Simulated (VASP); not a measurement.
A run of VASP 6.6.1 is set up as follows.

INCAR

```
PREC = Accurate
ENCUT = 520
EDIFF = 1E-7
ISMEAR = 0
SIGMA = 0.15
LREAL = F
LASPH = T
NELM = 100
ALGO = Normal
ISIF = 2
LWAVE = F
LCHARG = F
GGA = PS
NBANDS = 24
```

File KPOINTS:

```
Automatic mesh
0
Gamma
  15 15 8
```

File POSCAR:

```
TaN
1.0
    2.8878384977      0.0000000000      0.0000000000
   -1.4439192489      3.3120576636      0.0000000000
    0.0000000000      0.0000000000      5.1438853895
Ta N
2 2
Direct
    0.3333333333      0.6666666667      0.0301041378
    0.6666666667      0.3333333333      0.5301041378
    0.3333333333      0.6666666667      0.3548958622
    0.6666666667      0.3333333333      0.8548958622
```

Potentials or basis: VASP PAW PBE potentials, release 64 (Ta_pv, N).

Command:

```bash
$ cat potpaw_PBE.64/Ta_pv/POTCAR potpaw_PBE.64/N/POTCAR > POTCAR
$ mpirun -np 1 vasp_std > vasp.out
```

Task: Estimate the pressure.

Result: 54.8 GPa.

Task: What does it give for the largest force?

Result: 10.765 eV/Å.

Task: What does it give for the band gap on the k mesh?

Result: Zero (bands 16 and 17 overlap by 1.70 eV).

Forces on the atoms (eV/Å):
```
Ta    0.000   3.126 -10.301
Ta    0.000  -3.126 -10.301
N     0.000   2.285  10.301
N     0.000  -2.285  10.301
```

Caveat: the cell differs from its parent crystal (strain +e along x and -e along y -0.1500, strain +e along z and -e/2 along x and y -0.1500); the stress differs along the axes, from -8 to 138 GPa; the PAW data sets were made with another functional, which shifts forces and pressure a little; spin-orbit coupling is left out, which moves the levels of the heavy elements.
